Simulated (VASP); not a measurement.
# AlCo (P1) in VASP: relaxation of cell and atoms with PBE

Aim: the relaxation of cell and atoms of AlCo with PBE.

Program: VASP 6.6.1. These are calculated values, not measurements. Logs are shortened: lines on timing, memory, paths and dates and some standing lists are left out, and cuts for length are marked.

## 1. The cell of the first run

The typed cell holds 4 atoms: a = 2.867 Å, b = 2.871 Å, c = 5.663 Å, α = 90.87°, β = 91.60°, γ = 88.23°.

## 2. Relaxation of cell and atoms, PBE

Input file INCAR:

```
  ALGO = Fast
  EDIFF = 1E-7
  EDIFFG = -0.025
  ENCUT = 600
  GGA = PE
  IBRION = 2
  ISIF = 3
  ISMEAR = 0
  LASPH = True
  LCHARG = False
  LREAL = False
  LWAVE = False
  NELM = 100
  NSW = 80
  PREC = Accurate
  SIGMA = 0.2
```

Input file KPOINTS:

```
k-points
0
Gamma
  8 8 4
```

Input file POSCAR:

```
AlCo
1.0
   -0.0395475778      2.8667499851      0.0441105575
   -0.0212799579      0.0441135099      2.8709010404
    5.6621481904     -0.0790951556     -0.0425570673
Al Co
2 2
Direct
    0.5357493440      0.4884381669      0.2551010557
    0.4931743638      0.5110880273      0.7503111239
   -0.0342688178      0.0319311700     -0.0071929986
    0.0053451099     -0.0314573642      0.5017808189
```

Potentials or basis: VASP PAW PBE potentials, release 64 (Al, Co).

Command:

```bash
> cat potpaw_PBE.64/Al/POTCAR potpaw_PBE.64/Co/POTCAR > POTCAR
> mpirun -np 1 vasp_std > vasp.out
```

OUTCAR:

```text
EDIFF = 1E-7
   EDIFFG = -0.025
   ENCUT = 600
   GGA = PE
   IBRION = 2
   ISIF = 3
   ISMEAR = 0
   LASPH = True
   LREAL = False
   NELM = 100
   NSW = 80
   PREC = Accurate

 ion  position               nearest neighbor table
   1  0.536  0.488  0.255-   3 2.32   4 2.37   4 2.41   4 2.47   3 2.54   3 2.56   4 2.61   3 2.66
                             2 2.81   2 2.86
   2  0.493  0.511  0.750-   3 2.34   4 2.34   3 2.43   4 2.48   4 2.51   3 2.51   3 2.52   4 2.54
                             1 2.81   1 2.86
   3  0.966  0.032  0.993-   1 2.32   2 2.34   2 2.43   2 2.51   2 2.52   1 2.54   1 2.56   1 2.66
                             4 2.79   4 2.89
   4  0.005  0.969  0.502-   2 2.34   1 2.37   1 2.41   1 2.47   2 2.48   2 2.51   2 2.54   1 2.61
                             3 2.79   3 2.89

  LATTYP: Found a triclinic cell.
 ALAT       =     2.8673620680
 B/A-ratio  =     2.1886736628
 C/A-ratio  =     1.0013799188
 COS(alpha) =     0.0004319993
 COS(beta)  =     0.0308438733
 COS(gamma) =     0.4317488697

  Lattice vectors:

 A1 = (   0.0395475778,  -2.8667499851,  -0.0441105575)
 A2 = (  -5.6226006126,  -2.7876548295,  -0.0015534902)
 A3 = (   0.0212799579,  -0.0441135099,  -2.8709010404)

Analysis of symmetry for initial positions (statically):
=====================================================================
 Subroutine PRICEL returns:
 Original cell was already a primitive cell.

 Routine SETGRP: Setting up the symmetry group for a
 triclinic supercell.

 Subroutine GETGRP returns: Found  1 space group operations
 (whereof  1 operations were pure point group operations)
 out of a pool of  2 trial point group operations.

The static configuration has the point symmetry C_1 .

Analysis of symmetry for dynamics (positions and initial velocities):
=====================================================================
 Subroutine PRICEL returns:
 Original cell was already a primitive cell.

 Routine SETGRP: Setting up the symmetry group for a
 triclinic supercell.

 Subroutine GETGRP returns: Found  1 space group operations
 (whereof  1 operations were pure point group operations)
 out of a pool of  2 trial point group operations.

The dynamic configuration has the point symmetry C_1 .

 Subroutine INISYM returns: Found  1 space group operations
 (whereof  1 operations are pure point group operations),
 and found     1 'primitive' translations

----------------------------------------------------------------------------------------

                                     Primitive cell

  volume of cell :      46.5779

  direct lattice vectors                    reciprocal lattice vectors
    -0.039547578  2.866749985  0.044110558     0.004834846  0.348975726 -0.005326432
    -0.021279958  0.044113510  2.870901040     0.002544372 -0.005326075  0.348423398
     5.662148190 -0.079095156 -0.042557067     0.176654746  0.002417423  0.001272271

  length of vectors
     2.867362068  2.871318795  5.662860521     0.349049859  0.348473392  0.176675867

  position of ions in fractional coordinates (direct lattice)
     0.535749344  0.488438167  0.255101056
     0.493174364  0.511088027  0.750311124
     0.965731182  0.031931170  0.992807001
     0.005345110  0.968542636  0.501780819

  ion indices of the primitive-cell ions
   primitive index   ion index
                 1           1
                 2           2
                 3           3
                 4           4

----------------------------------------------------------------------------------------

 KPOINTS: k-points

Automatic generation of k-mesh.
 Grid dimensions read from file:
 generate k-points for:    8    8    4

 Generating k-lattice:

  Cartesian coordinates                     Fractional coordinates (reciprocal lattice)
     0.000604356  0.043621966 -0.000665804     0.125000000  0.000000000 -0.000000000
     0.000318046 -0.000665759  0.043552925     0.000000000  0.125000000  0.000000000
     0.044163687  0.000604356  0.000318068     0.000000000  0.000000000  0.250000000

  Length of vectors
     0.043631232  0.043559174  0.044168967

  Shift w.r.t. Gamma in fractional coordinates (k-lattice)
     0.000000000  0.000000000  0.000000000

 Subroutine IBZKPT returns following result:
 ===========================================

 Found    132 irreducible k-points:

 Following reciprocal coordinates:
            Coordinates               Weight
  0.000000  0.000000  0.000000      1.000000
  0.125000  0.000000  0.000000      2.000000
  0.250000  0.000000  0.000000      2.000000
  0.375000  0.000000 -0.000000      2.000000
  0.500000  0.000000  0.000000      1.000000
 -0.000000  0.125000 -0.000000      2.000000
[... 16 lines left out ...]
  0.125000  0.375000  0.000000      2.000000
  0.250000  0.375000  0.000000      2.000000
 [... further k-points ...]
   k-points           NKPTS =    132   k-points in BZ     NKDIM =    132   number of bands    NBANDS=     16
   number of dos      NEDOS =    301   number of ions     NIONS =      4
   total plane-waves  NPLWV =  27648
   dimension x,y,z NGX =    24 NGY =   24 NGZ =   48
   dimension x,y,z NGXF=    48 NGYF=   48 NGZF=   96
   ions per type =               2   2
   NGX,Y,Z   is equivalent  to a cutoff of  13.91, 13.90, 14.09 a.u.
   NGXF,Y,Z  is equivalent  to a cutoff of  27.83, 27.79, 28.18 a.u.
 SYSTEM =  unknown system
   PREC   = accura    normal or accurate (medium, high low for compatibility)
   ISTART =      0    job   : 0-new  1-cont  2-samecut
   ICHARG =      2    charge: 1-file 2-atom 10-const
   ISPIN  =      1    spin polarized calculation?
   LNONCOLLINEAR =      F non collinear calculations
   LSORBIT =      F    spin-orbit coupling
   LASPH  =      T    aspherical Exc in radial PAW
   ENCUT  =  600.0 eV  44.10 Ry    6.64 a.u.   5.73  5.73 11.31*2*pi/ulx,y,z
   NELM   =    100;   NELMIN=  2; NELMDL= -5     # of ELM steps
   EDIFF  = 0.1E-06   stopping-criterion for ELM
   LREAL  =      F    real-space projection
   EDIFFG = -.3E-01   stopping-criterion for IOM
   NSW    =     80    number of steps for IOM
   IBRION =      2    ionic relax: 0-MD 1-quasi-New 2-CG
   NFREE  =      1    steps in history (QN), initial steepest desc. (CG)
   ISIF   =      3    stress and relaxation
   ISYM   =      2    0-nonsym 1-usesym 2-fastsym
   POTIM  = 0.5000    time-step for ionic-motion
   TEBEG  =    0.0;   TEEND  =   0.0 temperature during run
   PSTRESS=    0.0 pullay stress
   NELECT =      24.0000    total number of electrons
   NUPDOWN=      -1.0000    fix difference up-down
   EMIN   =  10.00;   EMAX   =-10.00  energy-range for DOS
   EFERMI =   0.00;   METHOD = LEGACY
   ISMEAR =     0;   SIGMA  =   0.20  broadening in eV -4-tet -1-fermi 0-gaus
   EFERMI_NEDOS =   21; number of points for ismear=-14 and -15
   IALGO  =     68    algorithm
   IMIX   =      4    mixing-type and parameters
     AMIX     =   0.40;   BMIX     =  1.00
     AMIX_MAG =   1.60;   BMIX_MAG =  1.00
  volume/ion in A,a.u.               =      11.64        78.58
  Fermi-wavevector in a.u.,A,eV,Ry     =   1.312457  2.480185 23.436641  1.722545
  Thomas-Fermi vector in A             =   2.442848
   LORBIT       =      0    0 simple, 1 ext, 2 COOP (PROOUT), +10 PAW based schemes
   GGA     = PE    functional components
   LHFCALC =     F    Hartree Fock is set to
   AEXX    =    0.0000 exact exchange contribution
   IVDW    =     0    specifies the selected vdW correction
   LEPSILON=     F    determine dielectric tensor
   LRPA    =     F    only Hartree local field effects (RPA)
 conjugate gradient relaxation of ions
 non-spin polarized calculation
 RMM-DIIS sequential band-by-band and
 Gauss-broadening in eV      SIGMA  =   0.20
  energy-cutoff  :      600.00
  volume of cell :       46.58
 maximum number of plane-waves:      1570
   NGX = 11   NGY = 11   NGZ = 23

--------------------------------------- Ionic step        1  -------------------------------------------

 number of electron      24.0000000 magnetization

 Free energy of the ion-electron system (eV)
  ---------------------------------------------------
  ext. energy  EPLUGINS =         0.00000000
  ---------------------------------------------------
  free energy    TOTEN  =       -23.73795291 eV

  energy without entropy =      -23.69191092  energy(sigma->0) =      -23.71493192

------------------------ aborting loop because EDIFF is reached ----------------------------------------

  FORCE on cell =-STRESS in cart. coord.  units (eV):
  Direction    XX          YY          ZZ          XY          YZ          ZX
  --------------------------------------------------------------------------------------
  -------------------------------------------------------------------------------------
  Total        1.1117352      0.1830507      0.2502845      1.2522248     -1.4854352      0.3964934
  in kB       38.2412345      6.2965387      8.6092347     43.0737644    -51.0956872     13.6384976
  external PRESSURE =      17.7156693 kB  Pullay stress =       0.0000000 kB
[... 95 lines left out ...]
  FREE ENERGIE OF THE ION-ELECTRON SYSTEM (eV)
  ---------------------------------------------------
  free  energy   TOTEN  =       -23.9353655385 eV

  energy  without entropy=      -23.8883360235  energy(sigma->0) =      -23.91185078

[... ionic steps 4 to 7 ...]

--------------------------------------- Ionic step        8  -------------------------------------------

 number of electron      23.9999993 magnetization

------------------------ aborting loop because EDIFF is reached ----------------------------------------

  FORCE on cell =-STRESS in cart. coord.  units (eV):
  Direction    XX          YY          ZZ          XY          YZ          ZX
  --------------------------------------------------------------------------------------
  -------------------------------------------------------------------------------------
  Total       -0.1255739     -0.0664830     -0.0778775      0.0040112     -0.0052118      0.0008850
  in kB       -4.3268478     -2.2907760     -2.6833923      0.1382133     -0.1795821      0.0304925
  external PRESSURE =      -3.1003387 kB  Pullay stress =       0.0000000 kB
[... 61 lines left out ...]
  energy  without entropy=      -23.9416306626  energy(sigma->0) =      -23.96402520

--------------------------------------- Ionic step       10  -------------------------------------------

 number of electron      23.9999992 magnetization

 Free energy of the ion-electron system (eV)
  ---------------------------------------------------
  ext. energy  EPLUGINS =         0.00000000
  ---------------------------------------------------
  free energy    TOTEN  =       -23.98661939 eV

  energy without entropy =      -23.94206487  energy(sigma->0) =      -23.96434213

 E-fermi :  10.5308     XC(G=0): -12.2563

 val. band max:       10.4970045199   @ k =   0.5000   0.3750   0.0000
 cond. band min:      10.5853481399   @ k =   0.1250   0.3750   0.0000
 fundamental gap:      0.0883436200
 Fermi energy:        10.5308288076

 k-point     1 :       0.0000    0.0000    0.0000
  band No.  band energies     occupation
      1      -0.5116      2.00000
      2       3.7637      2.00000
      3       3.9361      2.00000
      4       7.6015      2.00000
      5       7.6018      2.00000
      6       8.1890      2.00000
[... 8 lines left out ...]
     15      16.5073      0.00000
     16      16.5117      0.00000
[... 420 lines left out ...]
  band No.  band energies     occupation
      1       3.0580      2.00000
      2       5.5811      2.00000
      3       6.4329      2.00000
      4       6.7379      2.00000
      5       7.2511      2.00000
      6       8.0334      2.00000
[... 8 lines left out ...]
     15      14.3508      0.00000
     16      14.5967      0.00000

 [... further k-points ...]

------------------------ aborting loop because EDIFF is reached ----------------------------------------

  FORCE on cell =-STRESS in cart. coord.  units (eV):
  Direction    XX          YY          ZZ          XY          YZ          ZX
  --------------------------------------------------------------------------------------
  -------------------------------------------------------------------------------------
  Total        0.0341817      0.0419902      0.0410612     -0.0231113      0.0281872      0.0079268
  in kB        1.1807771      1.4505147      1.4184237     -0.7983594      0.9737019      0.2738229
  external PRESSURE =       1.3499052 kB  Pullay stress =       0.0000000 kB
[... 19 lines left out ...]
  FREE ENERGIE OF THE ION-ELECTRON SYSTEM (eV)
  ---------------------------------------------------
  free  energy   TOTEN  =       -23.9866193864 eV

  energy  without entropy=      -23.9420648692  energy(sigma->0) =      -23.96434213

 reached required accuracy - stopping structural energy minimisation
```

Wall time 12 min (1 thread of Intel Xeon Platinum 8375C at 2.90GHz (Ice Lake), shared host); peak memory 0.26 GiB.

Results:

```yaml
Free_energy: -23.9866 eV
Relaxed_volume: 11.60 Å³/atom
Relaxed_cell: a = 2.851 Å, b = 2.852 Å, c = 5.704 Å, α = 90.01°, β = 89.97°, γ = 90.04°
Space_group_after_relaxing_to_0.1_Å: Pm-3m (No. 221)
Energy_gained_by_relaxing: 62.2 meV/atom
Ionic_steps: 10
Pressure_after_relaxing: 0.1 GPa
Largest_force_after_relaxing: 0.018 eV/Å
Band_gap_on_the_k_mesh: zero (bands 12 and 13 overlap by 0.51 eV)
```

Forces in eV/Å, atoms in the order of the input:
```
Al  -0.004 -0.017  0.004
Al   0.001 -0.003 -0.005
Co   0.004  0.010  0.000
Co  -0.001  0.009  0.000
```

Step by step:
```tsv
step	energy change (eV)	largest force (eV/Å)	pressure (GPa)	volume (Å³)
1	0.0000	1.4997	1.77	46.58
2	-0.1872	0.5699	-3.17	47.42
3	-0.1974	0.3676	-4.18	47.66
4	-0.2318	0.2176	3.09	45.67
5	-0.2345	0.2151	1.48	46.07
6	-0.2474	0.1103	0.37	46.31
7	-0.2476	0.0972	0.32	46.33
8	-0.2485	0.0398	-0.31	46.50
9	-0.2485	0.0364	-0.36	46.51
10	-0.2487	0.0177	0.13	46.38
```

Final structure:
```yaml
crystal:
  lattice:
    - [0.00079, 2.85147, -0.00082]
    - [-0.00034, -0.00115, 2.85154]
    - [5.70410, 0.00167, -0.00047]
  atoms:
    - { symbol: Al, position: [0.50053, 0.49980, 0.25005] }
    - { symbol: Al, position: [0.49994, 0.50020, 0.74999] }
    - { symbol: Co, position: [0.99974, 0.00000, 0.99995] }
    - { symbol: Co, position: [0.99979, 0.00000, 0.50001] }
```

Caveat: the run has no spin polarisation, though such a crystal can be magnetic.

The gap in the log of VASP goes by the Fermi energy; the results here count the filled bands.